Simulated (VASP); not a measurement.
# Bi (Im-3m) in VASP: a series of runs, part 2 of 3

VASP 6.6.1. Earlier steps stand in the parts before.

## (4) Single point, PBE+D4

This run uses another cell than the first one, of 30.18 Å³/atom, 1.058 times its volume.

INCAR reads:

```
PREC     = Accurate       # precision mode
ENCUT    = 520            # plane-wave cutoff, eV
EDIFF    = 1E-7           # SCF threshold, eV
ISMEAR   = -1             # smearing method
SIGMA    = 0.05           # smearing width, eV
LREAL    = F              # projectors in reciprocal space
LASPH    = T              # aspherical terms in the spheres
NELM     = 60             # most SCF steps
ALGO     = Normal         # electronic algorithm
ISIF     = 2              # what is computed and relaxed
LWAVE    = F              # write WAVECAR
LCHARG   = T              # write CHGCAR
GGA      = PE             # functional
IVDW     = 13             # dispersion correction
LELF     = T              # ELF
LVHAR    = T            
NBANDS   = 14             # bands
```

KPOINTS reads:

```
regular mesh
0
Gamma
  9 9 9
```

POSCAR reads:

```
Bi
1.0
   -1.9613167014      1.9613167014      1.9613167014
    1.9613167014     -1.9613167014      1.9613167014
    1.9613167014      1.9613167014     -1.9613167014
Bi
1
Direct
    0.0000000000      0.0000000000      0.0000000000
```

Potentials or basis: VASP PAW PBE potentials, release 64 (Bi_d).

The run is started by

```console
cat potpaw_PBE.64/Bi_d/POTCAR > POTCAR
mpirun -np 1 vasp_std > vasp.out
```

OUTCAR:

```text
PREC = Accurate
   ENCUT = 520
   EDIFF = 1E-7
   ISMEAR = -1
   LREAL = F
   LASPH = T
   NELM = 60
   ISIF = 2
   GGA = PE
   IVDW = 13

 ion  position               nearest neighbor table
   1  0.000  0.000  0.000-

  LATTYP: Found a body centered cubic cell.
 ALAT       =     3.9226334028

  Lattice vectors:

 A1 = (  -1.9613167014,   1.9613167014,   1.9613167014)
 A2 = (   1.9613167014,  -1.9613167014,   1.9613167014)
 A3 = (   1.9613167014,   1.9613167014,  -1.9613167014)

Analysis of symmetry for initial positions (statically):
=====================================================================
 Subroutine PRICEL returns:
 Original cell was already a primitive cell.

 Routine SETGRP: Setting up the symmetry group for a
 body centered cubic supercell.

 Subroutine GETGRP returns: Found 48 space group operations
[... 9 lines left out ...]

 Routine SETGRP: Setting up the symmetry group for a
 body centered cubic supercell.

 Subroutine GETGRP returns: Found 48 space group operations
[... 11 lines left out ...]
                                     Primitive cell

  volume of cell :      30.1789

  direct lattice vectors                    reciprocal lattice vectors
    -1.961316701  1.961316701  1.961316701     0.000000000  0.254930782  0.254930782
     1.961316701 -1.961316701  1.961316701     0.254930782  0.000000000  0.254930782
     1.961316701  1.961316701 -1.961316701     0.254930782  0.254930782  0.000000000

  length of vectors
     3.397100177  3.397100177  3.397100177     0.360526569  0.360526569  0.360526569

  position of ions in fractional coordinates (direct lattice)
     0.000000000  0.000000000  0.000000000

  ion indices of the primitive-cell ions
   primitive index   ion index
                 1           1

----------------------------------------------------------------------------------------

 KPOINTS: regular mesh

Automatic generation of k-mesh.
 Grid dimensions read from file:
 generate k-points for:    9    9    9

 Generating k-lattice:

  Cartesian coordinates                     Fractional coordinates (reciprocal lattice)
     0.000000000  0.028325642  0.028325642     0.111111111  0.000000000  0.000000000
     0.028325642  0.000000000  0.028325642     0.000000000  0.111111111  0.000000000
     0.028325642  0.028325642  0.000000000     0.000000000  0.000000000  0.111111111

  Length of vectors
     0.040058508  0.040058508  0.040058508

  Shift w.r.t. Gamma in fractional coordinates (k-lattice)
     0.000000000  0.000000000  0.000000000

 Subroutine IBZKPT returns following result:
 ===========================================

 Found     35 irreducible k-points:

 Following reciprocal coordinates:
            Coordinates               Weight
  0.000000  0.000000  0.000000      1.000000
  0.111111  0.000000  0.000000     12.000000
  0.222222  0.000000  0.000000     12.000000
  0.333333  0.000000  0.000000     12.000000
  0.444444  0.000000  0.000000     12.000000
  0.111111  0.111111  0.000000     24.000000
[... 16 lines left out ...]
 -0.333333  0.444444  0.111111     48.000000
 -0.444444 -0.444444  0.111111     24.000000
 [... further k-points ...]
   k-points           NKPTS =     35   k-points in BZ     NKDIM =     35   number of bands    NBANDS=     14
   number of dos      NEDOS =    301   number of ions     NIONS =      1
   total plane-waves  NPLWV =  21952
   dimension x,y,z NGX =    28 NGY =   28 NGZ =   28
   dimension x,y,z NGXF=    56 NGYF=   56 NGZF=   56
   ions per type =               1
   NGX,Y,Z   is equivalent  to a cutoff of  13.70, 13.70, 13.70 a.u.
   NGXF,Y,Z  is equivalent  to a cutoff of  27.41, 27.41, 27.41 a.u.
 SYSTEM =  unknown system
   PREC   = accura    normal or accurate (medium, high low for compatibility)
   ISTART =      0    job   : 0-new  1-cont  2-samecut
   ICHARG =      2    charge: 1-file 2-atom 10-const
   ISPIN  =      1    spin polarized calculation?
   LNONCOLLINEAR =      F non collinear calculations
   LSORBIT =      F    spin-orbit coupling
   LASPH  =      T    aspherical Exc in radial PAW
   ENCUT  =  520.0 eV  38.22 Ry    6.18 a.u.   6.32  6.32  6.32*2*pi/ulx,y,z
   NELM   =     60;   NELMIN=  2; NELMDL= -5     # of ELM steps
   EDIFF  = 0.1E-06   stopping-criterion for ELM
   LREAL  =      F    real-space projection
   EDIFFG = 0.1E-05   stopping-criterion for IOM
   NSW    =      0    number of steps for IOM
   IBRION =     -1    ionic relax: 0-MD 1-quasi-New 2-CG
[... 8 lines left out ...]
   EMIN   =  10.00;   EMAX   =-10.00  energy-range for DOS
   EFERMI =   0.00;   METHOD = LEGACY
   ISMEAR =    -1;   SIGMA  =   0.05  broadening in eV -4-tet -1-fermi 0-gaus
   EFERMI_NEDOS =   21; number of points for ismear=-14 and -15
   IALGO  =     38    algorithm
   IMIX   =      4    mixing-type and parameters
     AMIX     =   0.40;   BMIX     =  1.00
     AMIX_MAG =   1.60;   BMIX_MAG =  1.00
  volume/ion in A,a.u.               =      30.18       203.66
  Fermi-wavevector in a.u.,A,eV,Ry     =   1.296794  2.450585 22.880559  1.681674
  Thomas-Fermi vector in A             =   2.428227
   LORBIT       =      0    0 simple, 1 ext, 2 COOP (PROOUT), +10 PAW based schemes
   GGA     = PE    functional components
   LHFCALC =     F    Hartree Fock is set to
   AEXX    =    0.0000 exact exchange contribution
   IVDW    =    13    specifies the selected vdW correction
   LEPSILON=     F    determine dielectric tensor
   LRPA    =     F    only Hartree local field effects (RPA)
 non-spin polarized calculation
  energy-cutoff  :      520.00
  volume of cell :       30.18
 maximum number of plane-waves:       824
 NGX is ok and might be reduce to    28
   NGX = 13   NGY = 13   NGZ = 13

 number of electron      14.9999997 magnetization

 Free energy of the ion-electron system (eV)
  ---------------------------------------------------
  ext. energy  EPLUGINS =         0.00000000
  ---------------------------------------------------
  free energy    TOTEN  =        -3.75941382 eV

  energy without entropy =       -3.75516205  energy(sigma->0) =       -3.75728794

 E-fermi :   8.3789     XC(G=0): -10.4383

 val. band max:        8.3496155758   @ k =   0.2222   0.0000   0.0000
 cond. band min:       8.3886572119   @ k =  -0.2222   0.2222   0.1111
 fundamental gap:      0.0390416361
 Fermi energy:         8.3789070574

 k-point     1 :       0.0000    0.0000    0.0000
  band No.  band energies     occupation
      1     -14.7511      2.00000
      2     -14.7511      2.00000
      3     -14.7511      2.00000
      4     -14.6093      2.00000
      5     -14.6093      2.00000
      6      -5.4275      2.00000
      7      13.6550      0.00000
      8      13.6550      0.00000
      9      13.6550      0.00000
     10      17.8423      0.00000
     11      18.7900      0.00000
     12      18.7900      0.00000
     13      18.7900      0.00000
     14      20.1852      0.00000

 k-point     2 :       0.1111    0.0000    0.0000
  band No.  band energies     occupation
      1     -14.7563      2.00000
      2     -14.7425      2.00000
      3     -14.7244      2.00000
      4     -14.6152      2.00000
      5     -14.6103      2.00000
      6      -5.1941      2.00000
      7      11.5806      0.00000
      8      12.9777      0.00000
      9      13.4337      0.00000
     10      17.1984      0.00000
     11      17.9286      0.00000
     12      18.5528      0.00000
     13      19.3360      0.00000
     14      21.1430      0.00000
[... 343 lines left out ...]
      1     -14.7374      2.00000
      2     -14.6991      2.00000
      3     -14.6475      2.00000
      4     -14.6271      2.00000
      5     -14.5533      2.00000
      6      -2.3625      2.00000
      7       4.7467      2.00000
      8       7.8064      1.99998
      9      11.1290      0.00000
     10      15.6539      0.00000
     11      16.6317      0.00000
     12      19.8262      0.00000
     13      20.0847      0.00000
     14      23.8237      0.00000

 k-point    24 :      -0.4444   -0.4444    0.1111
  band No.  band energies     occupation
      1     -14.7402      2.00000
      2     -14.7033      2.00000
      3     -14.6546      2.00000
      4     -14.6144      2.00000
      5     -14.5320      2.00000
      6      -1.7582      2.00000
      7       3.7801      2.00000
      8       7.4274      2.00000
      9      11.0488      0.00000
     10      15.8070      0.00000
     11      17.2753      0.00000
     12      18.3117      0.00000
     13      19.8564      0.00000
     14      26.2341      0.00000

 [... further k-points ...]

------------------------ aborting loop because EDIFF is reached ----------------------------------------

  DFT-D4 for vdW energy calculation

  Edisp (eV):   -0.56295

  FORCE on cell =-STRESS in cart. coord.  units (eV):
  Direction    XX          YY          ZZ          XY          YZ          ZX
  --------------------------------------------------------------------------------------
  -------------------------------------------------------------------------------------
  Total      -0.01620    -0.01620    -0.01620    -0.00000     0.00000    -0.00000
  in kB      -0.86002    -0.86002    -0.86002    -0.00000     0.00000    -0.00000
  external pressure =       -0.86 kB  Pullay stress =        0.00 kB

 VOLUME and BASIS-vectors are now :
 -----------------------------------------------------------------------------
  energy-cutoff  :      520.00
  volume of cell :       30.18
      direct lattice vectors                 reciprocal lattice vectors
    -1.961316701  1.961316701  1.961316701     0.000000000  0.254930782  0.254930782
     1.961316701 -1.961316701  1.961316701     0.254930782  0.000000000  0.254930782
     1.961316701  1.961316701 -1.961316701     0.254930782  0.254930782  0.000000000

 POSITION                                       TOTAL-FORCE (eV/Angst)
 -----------------------------------------------------------------------------------
      0.00000      0.00000      0.00000         0.000000     -0.000000     -0.000000
 -----------------------------------------------------------------------------------
    total drift:                                0.000000      0.000000      0.000000

  FREE ENERGIE OF THE ION-ELECTRON SYSTEM (eV)
  ---------------------------------------------------
  free  energy   TOTEN  =        -4.3223680545 eV

  energy  without entropy=       -4.3181162845  energy(sigma->0) =       -4.32024217
```

Wall time 36 s (1 thread of AMD EPYC 7R13, shared host); peak memory 0.13 GiB.

Results:

```
Free energy                : -4.3224 eV
Pressure                   : -0.1 GPa
Dispersion energy per atom : -0.563 eV
```

Caveat: spin-orbit coupling is left out, which moves the levels of the heavy elements; pairwise dispersion overbinds metals, which lowers pressure and volume.

(Part 2 of 3 ends here.)
